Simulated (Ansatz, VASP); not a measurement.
**One calculation of NiO, two programs**

```
Ni O
1.0
     0.00000    2.13355    2.13355
     2.13355    0.00000    2.13355
     2.13355    2.13355    0.00000
Ni O
1 1
Direct
  0.00000 0.00000 0.00000
  0.50000 0.50000 0.50000
```

Alike in both runs: functional PBE; k mesh 8 × 8 × 8; occupations gaussian, width 0.1 eV; collinear spin; Hubbard terms Ni d U = 6.2 eV.

Ansatz relaxed the structure, and its values are those at the end. VASP's run is a single point on that final structure, the one shown.

|  | VASP | Ansatz |
| --- | --- | --- |
| version | VASP 6.6.1 | Ansatz 0.2.0 |
| potentials or method | VASP PAW PBE potentials, release 64 (Ni_sv_GW, O), cutoff 700 eV | scalar-relativistic, plane waves, PAW |
| valence electrons in the cell | 24 | 24 |

Ansatz gave:

| Property | Result |
| --- | --- |
| gap on the k mesh at the Fermi level (eV) | 1.94 |
| least direct gap on the mesh (eV) | 3.06 |
| pressure (GPa) | 0.1 |
| net moment per atom (μB) | 1.00 |
| size of the moment on the site where the two differ most (μB) | 1.74 |

Problem. What did VASP give for the same quantities?

Solution. gap on the k mesh at the Fermi level (eV): 2.00; least direct gap on the mesh (eV): 3.17; pressure (GPa): -2.2; net moment per atom (μB): 1.00; size of the moment on the site where the two differ most (μB): 1.80.

Site moments also hang on the region over which each program counts them. The programs project onto different local orbitals, so the same U acts differently, and such runs can settle in different states.
